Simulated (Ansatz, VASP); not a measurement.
SiC: VASP beside Ansatz

File INCAR:

```
ALGO = Normal ; EDIFF = 1E-8
ENCUT = 520 ; GGA = PE
ISIF = 2 ; ISMEAR = -1
LASPH = True ; LCHARG = False
LEFG = True ; LREAL = False
LWAVE = False ; NBANDS = 36
NELM = 100 ; PREC = Accurate
SIGMA = 0.02
```

The input KPOINTS:

```
k-points
0
Gamma
  10 10 2
```

Contents of POSCAR:

```
SiC
1.0
    3.0810000000      0.0000000000      0.0000000000
   -1.5405000000      2.6682242691      0.0000000000
    0.0000000000      0.0000000000     15.1248000000
Si C
6 6
Direct
    0.0000000000      0.0000000000      0.0000000000
    0.0000000000      0.0000000000      0.5000000000
    0.3333333333      0.6666666667      0.1664000000
    0.6666666667      0.3333333333      0.6664000000
    0.6666666667      0.3333333333      0.3329000000
    0.3333333333      0.6666666667      0.8329000000
    0.3333333333      0.6666666667      0.0412000000
    0.6666666667      0.3333333333      0.5412000000
    0.6666666667      0.3333333333      0.2080000000
    0.3333333333      0.6666666667      0.7080000000
    0.0000000000      0.0000000000      0.3746000000
    0.0000000000      0.0000000000      0.8746000000
```

Input for Ansatz:

```yaml
crystal:
  lattice:
    - [3.081, 0.0, 0.0]
    - [-1.5405, 2.6682242691, 0.0]
    - [0.0, 0.0, 15.1248]
  atoms:
    - { symbol: Si, position: [0.0, 0.0, 0.0] }
    - { symbol: Si, position: [0.0, 0.0, 0.5] }
    - { symbol: Si, position: [0.3333333333, 0.6666666667, 0.1664] }
    - { symbol: Si, position: [0.6666666667, 0.3333333333, 0.6664] }
    - { symbol: Si, position: [0.6666666667, 0.3333333333, 0.3329] }
    - { symbol: Si, position: [0.3333333333, 0.6666666667, 0.8329] }
    - { symbol: C, position: [0.3333333333, 0.6666666667, 0.0412] }
    - { symbol: C, position: [0.6666666667, 0.3333333333, 0.5412] }
    - { symbol: C, position: [0.6666666667, 0.3333333333, 0.208] }
    - { symbol: C, position: [0.3333333333, 0.6666666667, 0.708] }
    - { symbol: C, position: [0.0, 0.0, 0.3746] }
    - { symbol: C, position: [0.0, 0.0, 0.8746] }
kpoints:
  mp_grid: { grid: [10, 10, 2] }
scf:
  occupations: { method: fermi_dirac, width: 0.02 }
hamiltonian:
  xc: pbe
  pseudopotentials: { kind: paw, frozen_core: stored }
output:
  forces: true
  stress: true
  populations: true
  efg: {}
```

Alike in both runs: task electric field gradients; functional PBE; k mesh 10 × 10 × 2; occupations fermi-dirac, width 0.02 eV; no spin polarisation.

```csv
,VASP,Ansatz
version,VASP 6.6.1,Ansatz 0.2.0
potentials or method,"VASP PAW PBE potentials, release 64 (Si, C)","plane-wave PAW, scalar-relativistic"
plane-wave cutoff (eV),520,420
valence electrons in the cell,48,48
```

```tsv
	VASP	Ansatz	Ansatz less VASP
gap on the k mesh at the Fermi level (eV)	2.01	2.02	+0.002
pressure (GPa)	2.8	2.9	+0.06
traceless stress, the component that is largest in VASP (GPa)	-0.23	-0.23	-0.002
rms of the force components (eV/Å)	0.064	0.065	+0.0003
size of Vzz on the site where it differs most (V/Å²)	0.3	0.1	-0.22
```

Atom by atom the forces differ by 0.001 eV/Å (rms over components).
